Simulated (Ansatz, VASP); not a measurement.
This is a calculation of CuO for Ansatz 0.2.0.

The input input.yaml:

```yaml
crystal:
  lattice:
    - [1.990968, -2.15355, 0.0]
    - [1.990968, 2.15355, 0.0]
    - [0.0, 0.0, 5.155928]
  atoms:
    - { symbol: Cu, position: [0.501391, -0.00792, -0.003099] }
    - { symbol: Cu, position: [-0.001827, 0.488699, 0.493582] }
    - { symbol: O, position: [0.494269, 0.507184, 0.252127] }
    - { symbol: O, position: [0.508504, 0.500442, 0.741345] }
hamiltonian:
  xc: pbesol
  pseudopotentials: { kind: paw }
kpoints:
  mp_grid: { grid: [9, 9, 5] }
scf:
  occupations: { method: fermi_dirac, width: 0.05 }
output:
  forces: true
  stress: true
  eigenvalues: true
```

Potentials or basis: Ansatz PAW.

Run with:

```sh
$ ansatz run input.yaml --threads 1 --pin off --max-ram 3584MiB --backend cpu --events-out ev --progress --plain --runs-dir out
```

Set up the same calculation for VASP 6.6.1. Potentials there: VASP PAW PBE potentials, release 64 (Cu, O).

As run (the cutoff follows the program's own potentials):

The input INCAR:

```
ALGO = Normal
EDIFF = 1E-6
ENCUT = 520
GGA = PS
ISIF = 2
ISMEAR = -1
LASPH = T
LCHARG = F
LREAL = F
LWAVE = F
NBANDS = 25
NELM = 60
PREC = Accurate
SIGMA = 0.05
```

Contents of KPOINTS:

```
k-points
0
Gamma
  9 9 5
```

File POSCAR:

```
CuO
1.0
    1.9909680000     -2.1535500000      0.0000000000
    1.9909680000      2.1535500000      0.0000000000
    0.0000000000      0.0000000000      5.1559280000
Cu O
2 2
Direct
    0.5013910000     -0.0079200000     -0.0030990000
   -0.0018270000      0.4886990000      0.4935820000
    0.4942690000      0.5071840000      0.2521270000
    0.5085040000      0.5004420000      0.7413450000
```

Potentials or basis: VASP PAW PBE potentials, release 64 (Cu, O).

Launch:

```sh
$ cat potpaw_PBE.64/Cu/POTCAR potpaw_PBE.64/O/POTCAR > POTCAR
$ mpirun -np 1 vasp_std > vasp.out
```

Both were run:

|  | VASP | Ansatz | Ansatz less VASP |
| --- | --- | --- | --- |
| gap on the k mesh at the Fermi level (eV) | none | none | - |
| pressure (GPa) | -5.1 | -5.8 | -0.72 |
| traceless stress, the component that is largest in VASP (GPa) | 1.28 | 1.49 | +0.212 |
| rms of the force components (eV/Å) | 0.272 | 0.266 | -0.0061 |

VASP's potentials were made for PBE, not for PBEsol. Atom by atom the forces differ by 0.007 eV/Å (rms over components). A gap of «none» marks a metal or a gap that the smearing closes. VASP's potentials hold 34 valence electrons a cell and Ansatz's 50, so a difference there can come from the potentials and not from the codes.
